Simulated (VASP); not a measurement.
# Sn (Im-3m) in VASP: a series of runs

The runs below take Sn through single point, with PBEsol.

Program: VASP 6.6.1. These are calculated values, not measurements. Logs are shortened: lines on timing, memory, paths and dates and some standing lists are left out, and cuts for length are marked.

## Step 1: The cell of the first run

Symmetry: Im-3m, No. 229, cubic system. Conventional cell: a = 3.789 Å, b = 3.789 Å, c = 3.789 Å, α = 90.00°, β = 90.00°, γ = 90.00°. Within 4.3 Å of Sn (site symmetry m-3m) lie 14 Sn at 3.28 to 3.79 Å.

## Step 2: Single point, PBEsol

Input file INCAR:

```
PREC = Accurate ; ENCUT = 500
EDIFF = 1E-6 ; ISMEAR = -1
SIGMA = 0.25 ; LREAL = False
LASPH = True ; NELM = 120
ALGO = Normal ; ISIF = 2
LWAVE = False ; LCHARG = True
GGA = PS ; LELF = True
LVHAR = True ; NBANDS = 13
GGA_COMPAT = False
```

Input file KPOINTS:

```
Automatic mesh
0
Gamma
  8 8 8
```

Input file POSCAR:

```
Sn
1.0
   -1.8946518200      1.8946518200      1.8946518200
    1.8946518200     -1.8946518200      1.8946518200
    1.8946518200      1.8946518200     -1.8946518200
Sn
1
Direct
    0.0000000000      0.0000000000      0.0000000000
```

Potentials or basis: VASP PAW PBE potentials, release 64 (Sn_d).

Run with:

```bash
$ cat potpaw_PBE.64/Sn_d/POTCAR > POTCAR
$ mpirun -np 1 vasp_std > vasp.out
```

OUTCAR:

```text
PREC = Accurate
   ENCUT = 500
   EDIFF = 1E-6
   ISMEAR = -1
   LREAL = False
   LASPH = True
   NELM = 120
   ISIF = 2
   GGA = PS

 ion  position               nearest neighbor table
   1  0.000  0.000  0.000-

  LATTYP: Found a body centered cubic cell.
 ALAT       =     3.7893036400

  Lattice vectors:

 A1 = (  -1.8946518200,   1.8946518200,   1.8946518200)
 A2 = (   1.8946518200,  -1.8946518200,   1.8946518200)
 A3 = (   1.8946518200,   1.8946518200,  -1.8946518200)

Analysis of symmetry for initial positions (statically):
=====================================================================
 Subroutine PRICEL returns:
 Original cell was already a primitive cell.

 Routine SETGRP: Setting up the symmetry group for a
 body centered cubic supercell.

 Subroutine GETGRP returns: Found 48 space group operations
 (whereof 48 operations were pure point group operations)
 out of a pool of 48 trial point group operations.

The static configuration has the point symmetry O_h .

Analysis of symmetry for dynamics (positions and initial velocities):
=====================================================================
 Subroutine PRICEL returns:
 Original cell was already a primitive cell.

 Routine SETGRP: Setting up the symmetry group for a
 body centered cubic supercell.

 Subroutine GETGRP returns: Found 48 space group operations
 (whereof 48 operations were pure point group operations)
 out of a pool of 48 trial point group operations.

The dynamic configuration has the point symmetry O_h .

 Subroutine INISYM returns: Found 48 space group operations
 (whereof 48 operations are pure point group operations),
 and found     1 'primitive' translations

----------------------------------------------------------------------------------------

                                     Primitive cell

  volume of cell :      27.2050

  direct lattice vectors                    reciprocal lattice vectors
    -1.894651820  1.894651820  1.894651820     0.000000000  0.263900731  0.263900731
     1.894651820 -1.894651820  1.894651820     0.263900731  0.000000000  0.263900731
     1.894651820  1.894651820 -1.894651820     0.263900731  0.263900731  0.000000000

  length of vectors
     3.281633215  3.281633215  3.281633215     0.373211993  0.373211993  0.373211993

  position of ions in fractional coordinates (direct lattice)
     0.000000000  0.000000000  0.000000000

  ion indices of the primitive-cell ions
   primitive index   ion index
                 1           1

----------------------------------------------------------------------------------------

 KPOINTS: Automatic mesh

Automatic generation of k-mesh.
 Grid dimensions read from file:
 generate k-points for:    8    8    8

 Generating k-lattice:

  Cartesian coordinates                     Fractional coordinates (reciprocal lattice)
     0.000000000  0.032987591  0.032987591     0.125000000  0.000000000  0.000000000
     0.032987591  0.000000000  0.032987591     0.000000000  0.125000000  0.000000000
     0.032987591  0.032987591  0.000000000     0.000000000  0.000000000  0.125000000

  Length of vectors
     0.046651499  0.046651499  0.046651499

  Shift w.r.t. Gamma in fractional coordinates (k-lattice)
     0.000000000  0.000000000  0.000000000

 Subroutine IBZKPT returns following result:
 ===========================================

 Found     29 irreducible k-points:

 Following reciprocal coordinates:
            Coordinates               Weight
  0.000000  0.000000  0.000000      1.000000
  0.125000  0.000000  0.000000     12.000000
  0.250000  0.000000  0.000000     12.000000
  0.375000  0.000000  0.000000     12.000000
  0.500000  0.000000  0.000000      6.000000
  0.125000  0.125000  0.000000     24.000000
[... 16 lines left out ...]
 -0.250000  0.250000  0.250000      6.000000
 -0.375000  0.375000  0.250000     24.000000
 [... further k-points ...]
   k-points           NKPTS =     29   k-points in BZ     NKDIM =     29   number of bands    NBANDS=     13
   number of dos      NEDOS =    301   number of ions     NIONS =      1
   total plane-waves  NPLWV =  13824
   dimension x,y,z NGX =    24 NGY =   24 NGZ =   24
   dimension x,y,z NGXF=    48 NGYF=   48 NGZF=   48
   ions per type =               1
   NGX,Y,Z   is equivalent  to a cutoff of  12.16, 12.16, 12.16 a.u.
   NGXF,Y,Z  is equivalent  to a cutoff of  24.32, 24.32, 24.32 a.u.
 SYSTEM =  unknown system
   PREC   = accura    normal or accurate (medium, high low for compatibility)
   ISTART =      0    job   : 0-new  1-cont  2-samecut
   ICHARG =      2    charge: 1-file 2-atom 10-const
   ISPIN  =      1    spin polarized calculation?
   LNONCOLLINEAR =      F non collinear calculations
   LSORBIT =      F    spin-orbit coupling
   LASPH  =      T    aspherical Exc in radial PAW
   ENCUT  =  500.0 eV  36.75 Ry    6.06 a.u.   5.98  5.98  5.98*2*pi/ulx,y,z
   NELM   =    120;   NELMIN=  2; NELMDL= -5     # of ELM steps
   EDIFF  = 0.1E-05   stopping-criterion for ELM
   LREAL  =      F    real-space projection
   EDIFFG = 0.1E-04   stopping-criterion for IOM
   NSW    =      0    number of steps for IOM
   IBRION =     -1    ionic relax: 0-MD 1-quasi-New 2-CG
   NFREE  =      0    steps in history (QN), initial steepest desc. (CG)
   ISIF   =      2    stress and relaxation
   ISYM   =      2    0-nonsym 1-usesym 2-fastsym
   POTIM  = 0.5000    time-step for ionic-motion
   TEBEG  =    0.0;   TEEND  =   0.0 temperature during run
   PSTRESS=    0.0 pullay stress
   NELECT =      14.0000    total number of electrons
   NUPDOWN=      -1.0000    fix difference up-down
   EMIN   =  10.00;   EMAX   =-10.00  energy-range for DOS
   EFERMI =   0.00;   METHOD = LEGACY
   ISMEAR =    -1;   SIGMA  =   0.25  broadening in eV -4-tet -1-fermi 0-gaus
   EFERMI_NEDOS =   21; number of points for ismear=-14 and -15
   IALGO  =     38    algorithm
   IMIX   =      4    mixing-type and parameters
     AMIX     =   0.40;   BMIX     =  1.00
     AMIX_MAG =   1.60;   BMIX_MAG =  1.00
  volume/ion in A,a.u.               =      27.20       183.59
  Fermi-wavevector in a.u.,A,eV,Ry     =   1.311902  2.479136 23.416813  1.721087
  Thomas-Fermi vector in A             =   2.442332
   LORBIT       =      0    0 simple, 1 ext, 2 COOP (PROOUT), +10 PAW based schemes
   GGA     = PS    functional components
   LHFCALC =     F    Hartree Fock is set to
   AEXX    =    0.0000 exact exchange contribution
   IVDW    =     0    specifies the selected vdW correction
   LEPSILON=     F    determine dielectric tensor
   LRPA    =     F    only Hartree local field effects (RPA)
 non-spin polarized calculation
  energy-cutoff  :      500.00
  volume of cell :       27.20
 maximum number of plane-waves:       703
   NGX = 11   NGY = 11   NGZ = 11

 number of electron      13.9999996 magnetization

 Free energy of the ion-electron system (eV)
  ---------------------------------------------------
  ext. energy  EPLUGINS =         0.00000000
  ---------------------------------------------------
  free energy    TOTEN  =        -4.28427381 eV

  energy without entropy =       -4.15464548  energy(sigma->0) =       -4.21945965

 E-fermi :   7.8716     XC(G=0): -10.5016

 val. band max:        7.8184251263   @ k =   0.5000   0.5000   0.3750
 cond. band min:       8.0929368596   @ k =  -0.3750   0.5000   0.1250
 fundamental gap:      0.2745117333
 Fermi energy:         7.8716331269

 k-point     1 :       0.0000    0.0000    0.0000
  band No.  band energies     occupation
      1     -13.5290      2.00000
      2     -13.5290      2.00000
      3     -13.5290      2.00000
      4     -13.3893      2.00000
      5     -13.3893      2.00000
      6      -3.1751      2.00000
      7      15.8581      0.00000
      8      15.8581      0.00000
      9      15.8581      0.00000
     10      20.0366      0.00000
     11      20.0366      0.00000
     12      20.0366      0.00000
     13      20.6633      0.00000

 k-point     2 :       0.1250    0.0000    0.0000
  band No.  band energies     occupation
      1     -13.5357      2.00000
      2     -13.5194      2.00000
      3     -13.4969      2.00000
      4     -13.3967      2.00000
      5     -13.3902      2.00000
      6      -2.8344      2.00000
      7      13.3837      0.00000
      8      14.7412      0.00000
      9      15.4194      0.00000
     10      18.1112      0.00000
     11      18.4751      0.00000
     12      19.6648      0.00000
     13      21.5055      0.00000

 k-point     3 :       0.2500    0.0000    0.0000
  band No.  band energies     occupation
      1     -13.5520      2.00000
      2     -13.5044      2.00000
      3     -13.4185      2.00000
      4     -13.4078      2.00000
      5     -13.3924      2.00000
      6      -1.8119      2.00000
      7       9.4076      0.00428
      8      13.0799      0.00000
      9      14.4431      0.00000
     10      16.8270      0.00000
     11      17.1916      0.00000
     12      20.2419      0.00000
     13      22.1949      0.00000
[... 305 lines left out ...]
 k-point    23 :      -0.2500    0.2500    0.2500
  band No.  band energies     occupation
      1     -13.4677      2.00000
      2     -13.4439      2.00000
      3     -13.4439      2.00000
      4     -13.4270      2.00000
      5     -13.4225      2.00000
      6      -0.4622      2.00000
      7      10.0381      0.00034
      8      10.3731      0.00009
      9      10.3731      0.00009
     10      13.9633      0.00000
     11      21.7203      0.00000
     12      21.7203      0.00000
     13      22.1057      0.00000

 k-point    24 :      -0.3750    0.3750    0.2500
  band No.  band energies     occupation
      1     -13.4951      2.00000
      2     -13.4571      2.00000
      3     -13.4478      2.00000
      4     -13.4037      2.00000
      5     -13.3506      2.00000
      6       1.1732      2.00000
      7       6.9939      1.94199
      8       9.2840      0.00701
      9      10.4571      0.00006
     10      14.0258      0.00000
     11      18.7889      0.00000
     12      21.1583      0.00000
     13      21.8419      0.00000

 [... further k-points ...]
[... 5 lines left out ...]
  --------------------------------------------------------------------------------------
  -------------------------------------------------------------------------------------
  Total       -0.3000649     -0.3000649     -0.3000649     -0.0000000     -0.0000000      0.0000000
  in kB      -17.6716688    -17.6716688    -17.6716688     -0.0000000     -0.0000000      0.0000000
  external PRESSURE =     -17.6716688 kB  Pullay stress =       0.0000000 kB

 VOLUME and BASIS-vectors are now :
 -----------------------------------------------------------------------------
  energy-cutoff  :      500.00
  volume of cell :       27.20
      direct lattice vectors                 reciprocal lattice vectors
    -1.894651820  1.894651820  1.894651820     0.000000000  0.263900731  0.263900731
     1.894651820 -1.894651820  1.894651820     0.263900731  0.000000000  0.263900731
     1.894651820  1.894651820 -1.894651820     0.263900731  0.263900731  0.000000000

 POSITION                                       TOTAL-FORCE (eV/Angst)
 -----------------------------------------------------------------------------------
      0.00000      0.00000      0.00000        -0.000000     -0.000000      0.000000
 -----------------------------------------------------------------------------------
    total drift:                               -0.000000      0.000000      0.000000

  FREE ENERGIE OF THE ION-ELECTRON SYSTEM (eV)
  ---------------------------------------------------
  free  energy   TOTEN  =        -4.2842738127 eV

  energy  without entropy=       -4.1546454774  energy(sigma->0) =       -4.21945965
```

It took 6.7 s on 1 thread of AMD EPYC 7R13 (Zen 3), shared host; peak memory 0.11 GiB.

What came out:

| Item | Value |
| --- | --- |
| Free energy | -4.2843 eV |
| Pressure | -1.8 GPa |
| Band gap on the k mesh | zero (band 7 reaches 15.86 eV, above the bottom of band 8 at 5.62 eV) |

Caveat: the PAW data sets were made with another functional, which shifts forces and pressure a little; spin-orbit coupling is left out, which moves the levels of the heavy elements.

## Step 3: Single point, PBEsol

Input file INCAR:

```
  PREC = Accurate
  ENCUT = 500
  EDIFF = 1E-6
  ISMEAR = -1
  SIGMA = 0.1
  LREAL = False
  LASPH = True
  NELM = 120
  ALGO = Normal
  ISIF = 2
  LWAVE = False
  LCHARG = False
  GGA = PS
  NBANDS = 13
  GGA_COMPAT = False
```

KPOINTS is that of step 2.

POSCAR is that of step 2.

Potentials or basis: VASP PAW PBE potentials, release 64 (Sn_d).

Run with:

```bash
$ cat potpaw_PBE.64/Sn_d/POTCAR > POTCAR
$ mpirun -np 1 vasp_std > vasp.out
```

Run time: 5.8 s. Hardware: 1 thread of AMD EPYC 7R13 (Zen 3), shared host; peak memory 0.11 GiB.

Results (log left out):

* Free energy: -4.2227 eV
* Pressure: -1.8 GPa
* Band gap on the k mesh: zero (band 7 reaches 15.86 eV, above the bottom of band 8 at 5.62 eV)

Levels at points of the mesh, in eV from the Fermi level:
```tsv
k point	band 5	band 6	band 7	band 8	band 9	band 10
(0.00, 0.00, 0.00)	-21.24	-11.03	8.00	8.00	8.00	12.18
(0.50, 0.00, 0.00)	-21.16	-6.36	-4.36	3.66	5.49	8.01
(0.50, 0.50, 0.50)	-21.18	-2.44	-0.42	-0.42	-0.42	3.90
```

Caveat: the PAW data sets were made with another functional, which shifts forces and pressure a little; spin-orbit coupling is left out, which moves the levels of the heavy elements.
